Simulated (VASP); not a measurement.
# W (Im-3m) in VASP: elastic constants with PBE

Aim: the elastic constants of W with PBE.

Everything below comes from runs of VASP 6.6.1. Logs are shortened: lines on timing, memory, paths and dates and some standing lists are left out, and cuts for length are marked.

## 1. The cell of the first run

The structure is cubic, space group Im-3m (No. 229). Conventional cell: a = 3.183 Å, b = 3.183 Å, c = 3.183 Å, α = 90.00°, β = 90.00°, γ = 90.00°. Within 3.6 Å of W (site symmetry m-3m) lie 14 W at 2.76 to 3.18 Å.

## 2. Elastic constants, PBE

File INCAR:

```
  ALGO = Fast
  EDIFF = 1E-8
  ENCUT = 600
  GGA = PE
  IBRION = 6
  ISIF = 3
  ISMEAR = 0
  LASPH = True
  LCHARG = True
  LREAL = False
  LWAVE = False
  NBANDS = 13
  NELM = 80
  NFREE = 2
  NSW = 1
  POTIM = 0.015
  PREC = Accurate
  SIGMA = 0.3
```

File KPOINTS:

```
k-points
0
Gamma
  16 16 16
```

File POSCAR:

```
W
1.0
   -1.5916886361      1.5916886361      1.5916886361
    1.5916886361     -1.5916886361      1.5916886361
    1.5916886361      1.5916886361     -1.5916886361
W
1
Direct
    0.0000000000      0.0000000000      0.0000000000
```

Potentials or basis: VASP PAW PBE potentials, release 64 (W_sv).

On the command line:

```console
$ cat potpaw_PBE.64/W_sv/POTCAR > POTCAR
$ mpirun -np 1 vasp_std > vasp.out
```

OUTCAR:

```text
EDIFF = 1E-8
   ENCUT = 600
   GGA = PE
   IBRION = 6
   ISIF = 3
   ISMEAR = 0
   LASPH = True
   LREAL = False
   NELM = 80
   NFREE = 2
   NSW = 1
   POTIM = 0.015
   PREC = Accurate

 ion  position               nearest neighbor table
   1  0.000  0.000  0.000-

  LATTYP: Found a body centered cubic cell.
 ALAT       =     3.1833772722

  Lattice vectors:

 A1 = (  -1.5916886361,   1.5916886361,   1.5916886361)
 A2 = (   1.5916886361,  -1.5916886361,   1.5916886361)
 A3 = (   1.5916886361,   1.5916886361,  -1.5916886361)

Analysis of symmetry for initial positions (statically):
=====================================================================
 Subroutine PRICEL returns:
 Original cell was already a primitive cell.

 Routine SETGRP: Setting up the symmetry group for a
 body centered cubic supercell.

 Subroutine GETGRP returns: Found 48 space group operations
 (whereof 48 operations were pure point group operations)
 out of a pool of 48 trial point group operations.

The static configuration has the point symmetry O_h .

Analysis of symmetry for dynamics (positions and initial velocities):
=====================================================================
 Subroutine PRICEL returns:
 Original cell was already a primitive cell.

 Routine SETGRP: Setting up the symmetry group for a
 body centered cubic supercell.

 Subroutine GETGRP returns: Found 48 space group operations
 (whereof 48 operations were pure point group operations)
 out of a pool of 48 trial point group operations.

The dynamic configuration has the point symmetry O_h .

 Subroutine INISYM returns: Found 48 space group operations
 (whereof 48 operations are pure point group operations),
 and found     1 'primitive' translations

----------------------------------------------------------------------------------------

                                     Primitive cell

  volume of cell :      16.1300

  direct lattice vectors                    reciprocal lattice vectors
    -1.591688636  1.591688636  1.591688636     0.000000000  0.314131790  0.314131790
     1.591688636 -1.591688636  1.591688636     0.314131790  0.000000000  0.314131790
     1.591688636  1.591688636 -1.591688636     0.314131790  0.314131790  0.000000000

  length of vectors
     2.756885588  2.756885588  2.756885588     0.444249437  0.444249437  0.444249437

  position of ions in fractional coordinates (direct lattice)
     0.000000000  0.000000000  0.000000000

  ion indices of the primitive-cell ions
   primitive index   ion index
                 1           1

----------------------------------------------------------------------------------------

 KPOINTS: k-points

Automatic generation of k-mesh.
 Grid dimensions read from file:
 generate k-points for:   16   16   16

 Generating k-lattice:

  Cartesian coordinates                     Fractional coordinates (reciprocal lattice)
     0.000000000  0.019633237  0.019633237     0.062500000  0.000000000  0.000000000
     0.019633237  0.000000000  0.019633237     0.000000000  0.062500000  0.000000000
     0.019633237  0.019633237  0.000000000     0.000000000  0.000000000  0.062500000

  Length of vectors
     0.027765590  0.027765590  0.027765590

  Shift w.r.t. Gamma in fractional coordinates (k-lattice)
     0.000000000  0.000000000  0.000000000

 Subroutine IBZKPT returns following result:
 ===========================================
[... 98 lines left out ...]

  energy without entropy =      -12.94869637  energy(sigma->0) =      -12.95845970

------------------------ aborting loop because EDIFF is reached ----------------------------------------

  FORCE on cell =-STRESS in cart. coord.  units (eV):
  Direction    XX          YY          ZZ          XY          YZ          ZX
  --------------------------------------------------------------------------------------
  -------------------------------------------------------------------------------------
  Total        0.0548327      0.0548327      0.0548327      0.0000000      0.0000000      0.0000000
  in kB        5.4464790      5.4464790      5.4464790      0.0000000      0.0000000      0.0000000
  external PRESSURE =       5.4464790 kB  Pullay stress =       0.0000000 kB
[... 86 lines left out ...]
  FREE ENERGIE OF THE ION-ELECTRON SYSTEM (eV)
  ---------------------------------------------------
  free  energy   TOTEN  =       -12.9613171808 eV

  energy  without entropy=      -12.9421344288  energy(sigma->0) =      -12.95172580

[... ionic steps 4 to 12 ...]

--------------------------------------- Ionic step       13  -------------------------------------------

 number of electron      14.0000002 magnetization

------------------------ aborting loop because EDIFF is reached ----------------------------------------
[... 65 lines left out ...]
--------------------------------------- Ionic step       15  -------------------------------------------

 number of electron      14.0000001 magnetization

 Free energy of the ion-electron system (eV)
  ---------------------------------------------------
  ext. energy  EPLUGINS =         0.00000000
  ---------------------------------------------------
  free energy    TOTEN  =       -12.96822282 eV

  energy without entropy =      -12.94869611  energy(sigma->0) =      -12.95845947

 E-fermi :  11.1831     XC(G=0): -13.5420

 val. band max:       11.1672165707   @ k =  -0.3125   0.3125   0.2500
 cond. band min:      11.2041964120   @ k =  -0.1250   0.1875   0.0625
 fundamental gap:      0.0369798413
 Fermi energy:        11.1830604390

 k-point     1 :       0.0000    0.0000    0.0000
  band No.  band energies     occupation
      1     -63.0115      2.00000
      2     -26.5986      2.00000
      3     -26.5986      2.00000
      4     -26.5986      2.00000
      5       1.6527      2.00000
      6       9.9937      2.00000
      7       9.9937      2.00000
      8       9.9937      2.00000
      9      13.4143      0.00000
     10      13.4143      0.00000
     11      25.6702      0.00000
     12      25.6702      0.00000
     13      25.6702      0.00000
[... 354 lines left out ...]
  band No.  band energies     occupation
      1     -62.9016      2.00000
      2     -27.5550      2.00000
      3     -26.9966      2.00000
      4     -26.7035      2.00000
      5       5.9079      2.00000
      6       8.1285      2.00000
      7       8.9042      2.00000
      8      12.7383      0.00000
      9      14.2334      0.00000
     10      16.3776      0.00000
     11      23.4617      0.00000
     12      26.2430      0.00000
     13      28.1087      0.00000

 [... further k-points ...]

------------------------ aborting loop because EDIFF is reached ----------------------------------------

  FORCE on cell =-STRESS in cart. coord.  units (eV):
  Direction    XX          YY          ZZ          XY          YZ          ZX
  --------------------------------------------------------------------------------------
  -------------------------------------------------------------------------------------
  Total        0.0559010      0.0559010      0.0559010     -0.0000000      0.0000000     -0.0000000
  in kB        5.5525893      5.5525893      5.5525893     -0.0000000      0.0000000     -0.0000000
  external PRESSURE =       5.5525893 kB  Pullay stress =       0.0000000 kB
[... 16 lines left out ...]
  FREE ENERGIE OF THE ION-ELECTRON SYSTEM (eV)
  ---------------------------------------------------
  free  energy   TOTEN  =       -12.9682228234 eV

  energy  without entropy=      -12.9486961075  energy(sigma->0) =      -12.95845947

 INTERNAL STRAIN TENSORS FROM STRAINED CELLS
 ============================================

 INTERNAL STRAIN TENSOR FOR ION    1 for displacements in x,y,z  (eV/Angst):
          X           Y           Z          XY          YZ          ZX
  --------------------------------------------------------------------------------
  x    -0.00000     0.00000     0.00000     0.00000     0.00000     0.00000
  y    -0.00000     0.00000     0.00000     0.00000     0.00000    -0.00000
  z     0.00000    -0.00000    -0.00000     0.00000    -0.00000    -0.00000

 INTERNAL STRAIN TENSORS FROM DISPLACED ATOMS
 ============================================

 INTERNAL STRAIN TENSOR FOR ION    1 for displacements in x,y,z  (eV/Angst):
          X           Y           Z          XY          YZ          ZX
  --------------------------------------------------------------------------------
  x     0.00000     0.00000     0.00000     0.00000     0.00000     0.00000
  y     0.00000     0.00000     0.00000     0.00000     0.00000     0.00000
  z     0.00000     0.00000     0.00000     0.00000     0.00000     0.00000

 Eigenvectors and eigenvalues of the dynamical matrix
 ----------------------------------------------------

   1 f  =    0.000000 THz     0.000000 2PiTHz    0.000000 cm-1     0.000000 meV
             X         Y         Z           dx          dy          dz
      0.000000  0.000000  0.000000     0.663710   -0.747990    0.000000

   2 f  =    0.000000 THz     0.000000 2PiTHz    0.000000 cm-1     0.000000 meV
             X         Y         Z           dx          dy          dz
      0.000000  0.000000  0.000000    -0.747990   -0.663710    0.000000

   3 f  =    0.000000 THz     0.000000 2PiTHz    0.000000 cm-1     0.000000 meV
             X         Y         Z           dx          dy          dz
      0.000000  0.000000  0.000000     0.000000    0.000000    1.000000

--------------------------------------------------------------------------------------------------------

 ELASTIC MODULI CONTR FROM IONIC RELAXATION (kBar)
 Direction    XX          YY          ZZ          XY          YZ          ZX
 --------------------------------------------------------------------------------
 XX           0.0000      0.0000      0.0000      0.0000      0.0000      0.0000
 YY           0.0000      0.0000      0.0000      0.0000      0.0000      0.0000
 ZZ           0.0000      0.0000      0.0000      0.0000      0.0000      0.0000
 XY           0.0000      0.0000      0.0000      0.0000      0.0000      0.0000
 YZ           0.0000      0.0000      0.0000      0.0000      0.0000      0.0000
 ZX           0.0000      0.0000      0.0000      0.0000      0.0000      0.0000
 --------------------------------------------------------------------------------

 TOTAL ELASTIC MODULI (kBar)
 Direction    XX          YY          ZZ          XY          YZ          ZX
 --------------------------------------------------------------------------------
 XX        5190.8543   2000.9611   2000.9611      0.0000      0.0000      0.0000
 YY        2000.9611   5190.8543   2000.9611     -0.0000     -0.0000      0.0000
 ZZ        2000.9611   2000.9611   5190.8543      0.0000     -0.0000      0.0000
 XY           0.0000     -0.0000      0.0000   1452.2218      0.0000      0.0000
 YZ           0.0000     -0.0000     -0.0000      0.0000   1452.2218      0.0000
 ZX           0.0000      0.0000      0.0000      0.0000      0.0000   1452.2218
 --------------------------------------------------------------------------------
```

Run time: 8.9 min. Hardware: 1 thread of Intel Xeon 6975P-C (Granite Rapids), shared host; peak memory 0.56 GiB.

What came out:

| Quantity | Value |
| --- | --- |
| Elastic constants C11, C12, C44 | 519, 200, 145 GPa |
| Voigt bulk modulus | 306 GPa |

Elastic tensor in Voigt notation (GPa, in the Cartesian axes of the cell as first typed):
```
519 200 200   0   0   0
200 519 200   0   0   0
200 200 519   0   0   0
  0   0   0 145   0   0
  0   0   0   0 145   0
  0   0   0   0   0 145
```

Clamped-ion elastic tensor (GPa):
```
519 200 200   0   0   0
200 519 200   0   0   0
200 200 519   0   0   0
  0   0   0 145   0   0
  0   0   0   0 145   0
  0   0   0   0   0 145
```

Caveat: spin-orbit coupling is left out, which moves the levels of the heavy elements.
